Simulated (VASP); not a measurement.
Set up this calculation in VASP 6.6.1, as the native input.

```yaml
Task: single point
Functional: LDA
Potentials_or_basis: VASP PAW LDA potentials, release 64 (Pd)
Cutoff: 520 eV
k_mesh: 13 × 13 × 7
Occupations: fermi-dirac, width 0.05 eV
Spin: non-collinear spin, typed start, spin-orbit coupling
Starting_moments: "[[0.0, 0.0, 0.5], [-0.0, -0.0, -0.5]] μB"
Dipole_correction: no
Further_INCAR_settings: ALGO = Normal; EDIFF = 1e-06; NBANDS = 32
```

The structure of Pd lies in POSCAR:

```
Pd
1.0
    2.6902722927      0.0000000000      0.0000000000
   -1.3451361463      2.3298441485      0.0000000000
    0.0000000000      0.0000000000      4.5343321852
Pd
2
Direct
    0.3333333333      0.6666666667      0.2500000000
    0.6666666667      0.3333333333      0.7500000000
```

The input as run:

INCAR

```
PREC = Accurate ; ENCUT = 520
EDIFF = 1E-6 ; ISMEAR = -1
SIGMA = 0.05 ; LREAL = F
LASPH = T ; NELM = 150
ALGO = Normal ; ISIF = 2
LWAVE = F ; LCHARG = F
MAGMOM = 0 0 0.5 0 0 -0.5 ; LORBIT = 11
LSORBIT = T ; GGA_COMPAT = F
LORBMOM = T ; LMAXMIX = 4
GGA = CA ; NBANDS = 32
```

KPOINTS

```
regular mesh
0
Gamma
  13 13 7
```

Potentials or basis: VASP PAW LDA potentials, release 64 (Pd).

Command:

```sh
$ cat potpaw_LDA.64/Pd/POTCAR > POTCAR
$ mpirun -np 1 vasp_ncl > vasp.out
```

It gave:

* Pressure: 0.4 GPa
* Net moment: 0.00 μB per cell
* Valence electrons inside the program's atomic spheres: Pd 9.52

It took 110 s on 1 thread of Intel(R) Xeon(R) 6975P-C (Granite Rapids), on a shared host, peak memory 0.29 GiB.
